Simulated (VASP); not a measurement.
# Si2W (AlB2 type) (P6/mmm) in VASP: a series of runs

Runs on Si2W (AlB2 type). Level: PBE. Tasks: single point, relaxation of shape and atoms at fixed volume.

Program: VASP 6.6.1. These are calculated values, not measurements. Logs are shortened: lines on timing, memory, paths and dates and some standing lists are left out, and cuts for length are marked.

### Step 1. The cell of the first run

Symmetry: P6/mmm, No. 191, hexagonal system. Conventional cell: a = 4.345 Å, b = 4.345 Å, c = 2.597 Å, α = 90.00°, β = 90.00°, γ = 120.00°. Within 3.4 Å of W (site symmetry 6/mmm) lie 2 W at 2.60 Å and 12 Si at 2.82 Å. Within 3.3 Å of Si (site symmetry -6m2) lie 5 Si at 2.51 to 2.60 Å and 6 W at 2.82 Å.

### Step 2. Single point, PBE

INCAR

```
SYSTEM = Si2W
PREC     = Accurate       ! precision mode
ENCUT    = 520            ! plane-wave cutoff, eV
EDIFF    = 1E-6           ! SCF threshold, eV
ISMEAR   = -1             ! smearing method
SIGMA    = 0.1            ! smearing width, eV
LREAL    = .False.        ! projectors in reciprocal space
LASPH    = .True.         ! aspherical terms in the spheres
NELM     = 60             ! most SCF steps
ALGO     = Normal         ! electronic algorithm
ISIF     = 2              ! what is computed and relaxed
LWAVE    = .False.        ! write WAVECAR
LCHARG   = .True.         ! write CHGCAR
GGA      = PE             ! functional
LELF     = .True.         ! ELF
LVHAR    = .True.       
NBANDS   = 18             ! bands
```

KPOINTS

```
Automatic mesh
0
Gamma
  10 10 8
  0 0 0
```

POSCAR

```
Si2W
1.0
    4.3451759275      0.0000000000      0.0000000000
   -2.1725879637      3.7630327372      0.0000000000
    0.0000000000      0.0000000000      2.5967816072
W Si
1 2
Direct
    0.0000000000      0.0000000000      0.0000000000
    0.3333333333      0.6666666667      0.5000000000
    0.6666666667      0.3333333333      0.5000000000
```

Potentials or basis: VASP PAW PBE potentials, release 64 (W_sv, Si).

Command:

```
cat potpaw_PBE.64/W_sv/POTCAR potpaw_PBE.64/Si/POTCAR > POTCAR
mpirun -np 1 vasp_std > vasp.out
```

OUTCAR:

```text
SYSTEM = Si2W
   PREC = Accurate
   ENCUT = 520
   EDIFF = 1E-6
   ISMEAR = -1
   LREAL = .False.
   LASPH = .True.
   NELM = 60
   ISIF = 2
   GGA = PE

 ion  position               nearest neighbor table
   1  0.000  0.000  0.000-   2 2.82   3 2.82   2 2.82   3 2.82   3 2.82   3 2.82   2 2.82   2 2.82
                             3 2.82   3 2.82   2 2.82   2 2.82
   2  0.333  0.667  0.500-   3 2.51   3 2.51   3 2.51   1 2.82   1 2.82   1 2.82   1 2.82   1 2.82
                             1 2.82
   3  0.667  0.333  0.500-   2 2.51   2 2.51   2 2.51   1 2.82   1 2.82   1 2.82   1 2.82   1 2.82
                             1 2.82

  LATTYP: Found a hexagonal cell.
 ALAT       =     4.3451759275
 C/A-ratio  =     0.5976240434

  Lattice vectors:

 A1 = (   4.3451759275,   0.0000000000,   0.0000000000)
 A2 = (  -2.1725879637,   3.7630327372,   0.0000000000)
 A3 = (   0.0000000000,   0.0000000000,   2.5967816072)

Analysis of symmetry for initial positions (statically):
=====================================================================
 Subroutine PRICEL returns:
 Original cell was already a primitive cell.

 Routine SETGRP: Setting up the symmetry group for a
 hexagonal supercell.

 Subroutine GETGRP returns: Found 24 space group operations
 (whereof 24 operations were pure point group operations)
 out of a pool of 24 trial point group operations.

The static configuration has the point symmetry D_6h.

Analysis of symmetry for dynamics (positions and initial velocities):
=====================================================================
 Subroutine PRICEL returns:
 Original cell was already a primitive cell.

 Routine SETGRP: Setting up the symmetry group for a
 hexagonal supercell.

 Subroutine GETGRP returns: Found 24 space group operations
 (whereof 24 operations were pure point group operations)
 out of a pool of 24 trial point group operations.

The dynamic configuration has the point symmetry D_6h.

 Subroutine INISYM returns: Found 24 space group operations
 (whereof 24 operations are pure point group operations),
 and found     1 'primitive' translations

----------------------------------------------------------------------------------------

                                     Primitive cell

  volume of cell :      42.4601

  direct lattice vectors                    reciprocal lattice vectors
     4.345175927  0.000000000  0.000000000     0.230140279  0.132871552  0.000000000
    -2.172587964  3.763032737  0.000000000     0.000000000  0.265743104  0.000000000
     0.000000000  0.000000000  2.596781607     0.000000000  0.000000000  0.385092068

  length of vectors
     4.345175927  4.345175928  2.596781607     0.265743104  0.265743104  0.385092068

  position of ions in fractional coordinates (direct lattice)
     0.000000000  0.000000000  0.000000000
     0.333333333  0.666666667  0.500000000
     0.666666667  0.333333333  0.500000000

  ion indices of the primitive-cell ions
   primitive index   ion index
                 1           1
                 2           2
                 3           3

----------------------------------------------------------------------------------------

 KPOINTS: Automatic mesh

Automatic generation of k-mesh.
 Grid dimensions read from file:
 generate k-points for:   10   10    8

 Generating k-lattice:

  Cartesian coordinates                     Fractional coordinates (reciprocal lattice)
     0.023014028  0.013287155  0.000000000     0.100000000  0.000000000  0.000000000
     0.000000000  0.026574310  0.000000000     0.000000000  0.100000000  0.000000000
     0.000000000  0.000000000  0.048136509     0.000000000  0.000000000  0.125000000

  Length of vectors
     0.026574310  0.026574310  0.048136509

  Shift w.r.t. Gamma in fractional coordinates (k-lattice)
     0.000000000  0.000000000  0.000000000

 Subroutine IBZKPT returns following result:
 ===========================================

 Found     70 irreducible k-points:

 Following reciprocal coordinates:
            Coordinates               Weight
  0.000000  0.000000  0.000000      1.000000
  0.100000 -0.000000  0.000000      6.000000
  0.200000 -0.000000  0.000000      6.000000
  0.300000  0.000000  0.000000      6.000000
  0.400000 -0.000000  0.000000      6.000000
  0.500000 -0.000000  0.000000      3.000000
[... 16 lines left out ...]
  0.300000  0.100000  0.125000     24.000000
  0.400000  0.100000  0.125000     24.000000
 [... further k-points ...]
   k-points           NKPTS =     70   k-points in BZ     NKDIM =     70   number of bands    NBANDS=     18
   number of dos      NEDOS =    301   number of ions     NIONS =      3
   total plane-waves  NPLWV =  20480
   dimension x,y,z NGX =    32 NGY =   32 NGZ =   20
   dimension x,y,z NGXF=    64 NGYF=   64 NGZF=   40
   ions per type =               1   2
   NGX,Y,Z   is equivalent  to a cutoff of  12.24, 12.24, 12.80 a.u.
   NGXF,Y,Z  is equivalent  to a cutoff of  24.49, 24.49, 25.61 a.u.
 SYSTEM =  Si2W
   PREC   = accura    normal or accurate (medium, high low for compatibility)
   ISTART =      0    job   : 0-new  1-cont  2-samecut
   ICHARG =      2    charge: 1-file 2-atom 10-const
   ISPIN  =      1    spin polarized calculation?
   LNONCOLLINEAR =      F non collinear calculations
   LSORBIT =      F    spin-orbit coupling
   LASPH  =      T    aspherical Exc in radial PAW
   ENCUT  =  520.0 eV  38.22 Ry    6.18 a.u.   8.08  8.08  4.83*2*pi/ulx,y,z
   NELM   =     60;   NELMIN=  2; NELMDL= -5     # of ELM steps
   EDIFF  = 0.1E-05   stopping-criterion for ELM
   LREAL  =      F    real-space projection
   EDIFFG = 0.1E-04   stopping-criterion for IOM
   NSW    =      0    number of steps for IOM
   IBRION =     -1    ionic relax: 0-MD 1-quasi-New 2-CG
   NFREE  =      0    steps in history (QN), initial steepest desc. (CG)
   ISIF   =      2    stress and relaxation
   ISYM   =      2    0-nonsym 1-usesym 2-fastsym
   POTIM  = 0.5000    time-step for ionic-motion
   TEBEG  =    0.0;   TEEND  =   0.0 temperature during run
   PSTRESS=    0.0 pullay stress
   NELECT =      22.0000    total number of electrons
   NUPDOWN=      -1.0000    fix difference up-down
   EMIN   =  10.00;   EMAX   =-10.00  energy-range for DOS
   EFERMI =   0.00;   METHOD = LEGACY
   ISMEAR =    -1;   SIGMA  =   0.10  broadening in eV -4-tet -1-fermi 0-gaus
   EFERMI_NEDOS =   21; number of points for ismear=-14 and -15
   IALGO  =     38    algorithm
   IMIX   =      4    mixing-type and parameters
     AMIX     =   0.40;   BMIX     =  1.00
     AMIX_MAG =   1.60;   BMIX_MAG =  1.00
  volume/ion in A,a.u.               =      14.15        95.51
  Fermi-wavevector in a.u.,A,eV,Ry     =   1.314888  2.484778 23.523531  1.728931
  Thomas-Fermi vector in A             =   2.445109
   LORBIT       =      0    0 simple, 1 ext, 2 COOP (PROOUT), +10 PAW based schemes
   GGA     = PE    functional components
   LHFCALC =     F    Hartree Fock is set to
   AEXX    =    0.0000 exact exchange contribution
   IVDW    =     0    specifies the selected vdW correction
   LEPSILON=     F    determine dielectric tensor
   LRPA    =     F    only Hartree local field effects (RPA)
 non-spin polarized calculation
  energy-cutoff  :      520.00
  volume of cell :       42.46
 maximum number of plane-waves:      1162
   NGX = 17   NGY = 17   NGZ =  9

 number of electron      22.0000004 magnetization

 Free energy of the ion-electron system (eV)
  ---------------------------------------------------
  ext. energy  EPLUGINS =         0.00000000
  ---------------------------------------------------
  free energy    TOTEN  =       -22.76208177 eV

  energy without entropy =      -22.70627524  energy(sigma->0) =      -22.73417850

 E-fermi :  11.6717     XC(G=0): -12.3057

 val. band max:       11.6706794069   @ k =   0.4000  -0.0000   0.1250
 cond. band min:      11.6809619826   @ k =   0.4000   0.1000   0.1250
 fundamental gap:      0.0102825757
 Fermi energy:        11.6717305416

 k-point     1 :       0.0000    0.0000    0.0000
  band No.  band energies     occupation
      1     -62.8398      2.00000
      2     -27.0899      2.00000
      3     -27.0899      2.00000
      4     -26.4049      2.00000
      5      -2.4832      2.00000
      6       5.1438      2.00000
[... 10 lines left out ...]
     17      17.5945      0.00000
     18      19.8801      0.00000

 k-point     2 :       0.1000   -0.0000    0.0000
  band No.  band energies     occupation
      1     -62.8398      2.00000
      2     -27.0912      2.00000
      3     -27.0902      2.00000
      4     -26.4049      2.00000
      5      -2.3667      2.00000
      6       4.3003      2.00000
[... 10 lines left out ...]
     17      17.7961      0.00000
     18      19.7990      0.00000

 k-point     3 :       0.2000   -0.0000    0.0000
  band No.  band energies     occupation
      1     -62.8398      2.00000
      2     -27.0946      2.00000
      3     -27.0910      2.00000
      4     -26.4048      2.00000
      5      -2.0234      2.00000
      6       3.1885      2.00000
[... 10 lines left out ...]
     17      18.3287      0.00000
     18      19.7356      0.00000

 k-point     4 :       0.3000    0.0000    0.0000
  band No.  band energies     occupation
      1     -62.8397      2.00000
      2     -27.0987      2.00000
      3     -27.0920      2.00000
      4     -26.4047      2.00000
      5      -1.4729      2.00000
      6       2.1391      2.00000
[... 10 lines left out ...]
     17      19.0441      0.00000
     18      20.4297      0.00000

 k-point     5 :       0.4000   -0.0000    0.0000
  band No.  band energies     occupation
      1     -62.8397      2.00000
      2     -27.1021      2.00000
      3     -27.0928      2.00000
      4     -26.4045      2.00000
      5      -0.7555      2.00000
      6       1.1510      2.00000
[... 10 lines left out ...]
     17      19.7726      0.00000
     18      20.3925      0.00000

 k-point     6 :       0.5000   -0.0000    0.0000
  band No.  band energies     occupation
      1     -62.8397      2.00000
      2     -27.1034      2.00000
      3     -27.0931      2.00000
      4     -26.4045      2.00000
      5      -0.1146      2.00000
      6       0.4246      2.00000
[... 10 lines left out ...]
     17      20.1538      0.00000
     18      20.2013      0.00000

 k-point     7 :       0.1000    0.1000    0.0000
  band No.  band energies     occupation
      1     -62.8398      2.00000
      2     -27.0934      2.00000
      3     -27.0908      2.00000
      4     -26.4048      2.00000
      5      -2.1368      2.00000
      6       3.5040      2.00000
[... 10 lines left out ...]
     17      18.1631      0.00000
     18      19.7245      0.00000

 k-point     8 :       0.2000    0.1000    0.0000
  band No.  band energies     occupation
      1     -62.8398      2.00000
      2     -27.0970      2.00000
      3     -27.0920      2.00000
      4     -26.4047      2.00000
      5      -1.6898      2.00000
      6       2.5686      2.00000
[... 10 lines left out ...]
     17      18.7910      0.00000
     18      20.1991      0.00000
[... 229 lines left out ...]
     17      18.3227      0.00000
     18      19.6882      0.00000

 k-point    20 :       0.5000   -0.0000    0.1250
  band No.  band energies     occupation
      1     -62.8231      2.00000
      2     -27.0777      2.00000
      3     -27.0679      2.00000
      4     -26.6271      2.00000
      5       0.1450      2.00000
      6       0.7935      2.00000
[... 10 lines left out ...]
     17      18.0001      0.00000
     18      19.3015      0.00000

 k-point    21 :       0.1000    0.1000    0.1250
  band No.  band energies     occupation
      1     -62.8232      2.00000
      2     -27.0682      2.00000
      3     -27.0657      2.00000
      4     -26.6277      2.00000
      5      -1.7765      2.00000
      6       3.8089      2.00000
[... 10 lines left out ...]
     17      18.4348      0.00000
     18      20.1579      0.00000

 k-point    22 :       0.2000    0.1000    0.1250
  band No.  band energies     occupation
      1     -62.8231      2.00000
      2     -27.0716      2.00000
      3     -27.0668      2.00000
      4     -26.6274      2.00000
      5      -1.3424      2.00000
      6       2.8687      2.00000
[... 10 lines left out ...]
     17      19.4438      0.00000
     18      20.0062      0.00000

 k-point    23 :       0.3000    0.1000    0.1250
  band No.  band energies     occupation
      1     -62.8231      2.00000
      2     -27.0749      2.00000
      3     -27.0679      2.00000
      4     -26.6272      2.00000
      5      -0.7279      2.00000
      6       1.9369      2.00000
[... 10 lines left out ...]
     17      18.7994      0.00000
     18      19.9414      0.00000

 k-point    24 :       0.4000    0.1000    0.1250
  band No.  band energies     occupation
      1     -62.8231      2.00000
      2     -27.0770      2.00000
      3     -27.0686      2.00000
      4     -26.6271      2.00000
      5      -0.0139      2.00000
      6       1.0747      2.00000
[... 10 lines left out ...]
     17      18.0102      0.00000
     18      19.8033      0.00000

 [... further k-points ...]

------------------------ aborting loop because EDIFF is reached ----------------------------------------

  FORCE on cell =-STRESS in cart. coord.  units (eV):
  Direction    XX          YY          ZZ          XY          YZ          ZX
  --------------------------------------------------------------------------------------
  -------------------------------------------------------------------------------------
  Total        0.0182731      0.0182731      0.0634677      0.0000000     -0.0000000      0.0000000
  in kB        0.6895118      0.6895118      2.3948741      0.0000000     -0.0000000      0.0000000
  external PRESSURE =       1.2579659 kB  Pullay stress =       0.0000000 kB

 VOLUME and BASIS-vectors are now :
 -----------------------------------------------------------------------------
  energy-cutoff  :      520.00
  volume of cell :       42.46
      direct lattice vectors                 reciprocal lattice vectors
     4.345175927  0.000000000  0.000000000     0.230140279  0.132871552  0.000000000
    -2.172587964  3.763032737  0.000000000     0.000000000  0.265743104  0.000000000
     0.000000000  0.000000000  2.596781607     0.000000000  0.000000000  0.385092068

 POSITION                                       TOTAL-FORCE (eV/Angst)
 -----------------------------------------------------------------------------------
      0.00000      0.00000      0.00000         0.000000      0.000000     -0.000000
     -0.00000      2.50869      1.29839         0.000000      0.000000      0.000000
      2.17259      1.25434      1.29839         0.000000      0.000000     -0.000000
 -----------------------------------------------------------------------------------
    total drift:                                0.000000     -0.000000      0.000000

  FREE ENERGIE OF THE ION-ELECTRON SYSTEM (eV)
  ---------------------------------------------------
  free  energy   TOTEN  =       -22.7620817727 eV

  energy  without entropy=      -22.7062752362  energy(sigma->0) =      -22.73417850
```

Run time: 14 s. Hardware: 1 thread of Intel Xeon 6975P-C (Granite Rapids), shared host; peak memory 0.19 GiB.

Results:

```
Free energy            : -22.7621 eV
Pressure               : 0.1 GPa
Band gap on the k mesh : zero (band 11 reaches 13.43 eV, above the bottom of band 12 at 9.99 eV)
```

Levels at points of the mesh, in eV from the Fermi level:
```csv
k point,band 9,band 10,band 11,band 12,band 13,band 14
"(0.00, 0.00, 0.00)",-4.92,-1.47,-1.47,2.27,2.27,3.55
"(0.50, 0.00, 0.00)",-3.21,-2.45,1.61,2.13,2.14,3.11
"(0.00, 0.00, 0.50)",-2.04,-2.04,-1.68,-1.68,-1.18,0.79
"(0.50, 0.00, 0.50)",-5.71,-0.83,-0.24,0.43,0.69,1.74
```

Caveat: spin-orbit coupling is left out, which moves the levels of the heavy elements.

### Step 3. Single point, PBE

INCAR

```
ALGO = Normal
EDIFF = 1E-7
ENCUT = 520
GGA = PE
ISIF = 2
ISMEAR = -1
LASPH = T
LCHARG = F
LREAL = F
LWAVE = F
NBANDS = 18
NELM = 80
PREC = Accurate
SIGMA = 0.1
```

KPOINTS

```
k-points
0
Gamma
  10 10 8
```

POSCAR

```
Si2W
1.0
    4.3451759276      0.0000000000      0.0000000000
   -2.1725879638      3.7630327372      0.0000000000
    0.0000000000      0.0000000000      2.5967816072
W Si
1 2
Direct
    0.0000000000      0.0000000000      0.0000000000
    0.3333333333      0.6666666667      0.5000000000
    0.6666666667      0.3333333333      0.5000000000
```

Potentials or basis: VASP PAW PBE potentials, release 64 (W_sv, Si).

Command:

```
cat potpaw_PBE.64/W_sv/POTCAR potpaw_PBE.64/Si/POTCAR > POTCAR
mpirun -np 1 vasp_std > vasp.out
```

Run time: 15 s. Hardware: 1 thread of Intel Xeon 6975P-C (Granite Rapids), shared host; peak memory 0.18 GiB.

Results (log left out):

- Free energy: -22.7621 eV
- Pressure: 0.1 GPa
- Band gap on the k mesh: zero (band 11 reaches 13.43 eV, above the bottom of band 12 at 9.99 eV)

Stress tensor (GPa, compression positive):
```
0.07 0.00 0.00
0.00 0.07 0.00
0.00 0.00 0.24
```

Levels at points of the mesh, in eV from the Fermi level:
| k point | band 7 | band 8 | band 9 | band 10 | band 11 | band 12 | band 13 | band 14 | band 15 | band 16 |
| --- | --- | --- | --- | --- | --- | --- | --- | --- | --- | --- |
| (0.00, 0.00, 0.00) | -6.53 | -5.39 | -4.92 | -1.47 | -1.47 | 2.27 | 2.27 | 3.55 | 3.55 | 4.87 |
| (0.50, 0.00, 0.00) | -6.40 | -5.85 | -3.21 | -2.45 | 1.61 | 2.13 | 2.14 | 3.11 | 4.98 | 5.39 |
| (0.00, 0.00, 0.50) | -4.80 | -4.80 | -2.04 | -2.04 | -1.68 | -1.68 | -1.18 | 0.79 | 5.29 | 6.46 |
| (0.50, 0.00, 0.50) | -5.89 | -5.74 | -5.71 | -0.83 | -0.24 | 0.43 | 0.69 | 1.74 | 1.85 | 3.75 |

Caveat: spin-orbit coupling is left out, which moves the levels of the heavy elements.

(Part 1 of 2 ends here.)
